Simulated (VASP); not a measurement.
A run of VASP 6.6.1:

File POSCAR:

```
Ir
1.0
    0.0000000000      1.9156000000      1.9156000000
    1.9156000000      0.0000000000      1.9156000000
    1.9156000000      1.9156000000      0.0000000000
Ir
1
Direct
    0.0000000000      0.0000000000      0.0000000000
```

File INCAR.step1:

```
ALGO = Normal
EDIFF = 1E-5
ENCUT = 520
GGA = PE
ISIF = 2
ISMEAR = -1
LASPH = T
LREAL = F
LWAVE = T
NBANDS = 10
NELM = 60
PREC = Accurate
SIGMA = 0.05
```

File INCAR.step2:

```
AEXX = 0.25
ALGO = Normal
EDIFF = 1E-7
ENCUT = 520
GGA = PE
ISIF = 2
ISMEAR = -1
ISTART = 1
LASPH = T
LCHARG = T
LELF = T
LHFCALC = T
LREAL = F
LVHAR = T
LWAVE = F
NBANDS = 10
NELM = 60
PREC = Accurate
PRECFOCK = Normal
SIGMA = 0.05
```

Contents of KPOINTS:

```
k-points
0
Gamma
  8 8 8
```

Potentials or basis: VASP PAW PBE potentials, release 64 (Ir).

Launch:

```bash
$ cat potpaw_PBE.64/Ir/POTCAR > POTCAR
$ cp INCAR.step1 INCAR
$ mpirun -np 1 vasp_std > vasp.out
$ cp INCAR.step2 INCAR
$ mpirun -np 1 vasp_std > vasp.out
```

Hardware: 1 thread of Intel(R) Xeon(R) Platinum 8488C (Sapphire Rapids) (shared host).

How long does it take, and how much memory?

Wall time 25 min on 1 thread of Intel(R) Xeon(R) Platinum 8488C (Sapphire Rapids), on a shared host, peak memory 0.15 GiB. Counts: k points 29.
